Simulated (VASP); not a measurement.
Here is a VASP 6.6.1 calculation.

Contents of INCAR:

```
SYSTEM = TmZnS3
PREC = Accurate
ENCUT = 520
EDIFF = 1E-7
ISMEAR = 0
SIGMA = 0.1
LREAL = .False.
LASPH = .True.
NELM = 60
ALGO = Normal
ISIF = 2
LWAVE = .False.
LCHARG = .False.
GGA = PE
NBANDS = 34
```

File KPOINTS:

```
regular mesh
0
Gamma
  4 4 4
  0 0 0
```

POSCAR

```
TmZnS3
1.0
    4.8337142300      0.0000000000      0.0000000000
    0.0000000000      4.8337142300      0.0000000000
    0.0000000000      0.0000000000      4.8605298700
Tm Zn S
1 1 3
Direct
    0.5000000000      0.5000000000      0.5120000200
    0.0000000000      0.0000000000      0.0000000000
    0.5000000000      0.5000000000      0.9739999800
    0.0000000000      0.5000000000      0.5000000000
    0.5000000000      0.0000000000      0.5000000000
```

Potentials or basis: VASP PAW PBE potentials, release 64 (Tm, Zn, S).

Run with:

```console
$ cat potpaw_PBE.64/Tm/POTCAR potpaw_PBE.64/Zn/POTCAR potpaw_PBE.64/S/POTCAR > POTCAR
$ mpirun -np 1 vasp_std > vasp.out
```

Estimate the largest force.

3.503 eV/Å.

Estimate the band gap on the k mesh.

zero (an odd number of electrons rules out a gap without spin polarisation).

What does it give for the pressure?

9.8 GPa.

Forces in eV/Å, atoms in the order of the input:
```
Tm   0.000  0.000 -3.124
Zn   0.000  0.000  0.069
S    0.000  0.000  3.503
S    0.000  0.000 -0.224
S    0.000  0.000 -0.224
```

Caveat: the cell stands under pressure; spin-orbit coupling is left out, which moves the levels of the heavy elements; the run has no spin polarisation, though such a crystal can be magnetic; semilocal functionals describe open f shells poorly, which spoils levels, moments and volumes; forces of over 1 eV/Å act on the atoms, so gaps and moduli don't describe the material at rest. With open d or f shells a metallic result of PBE can be an artefact of self-interaction; +U or a hybrid may open a gap.
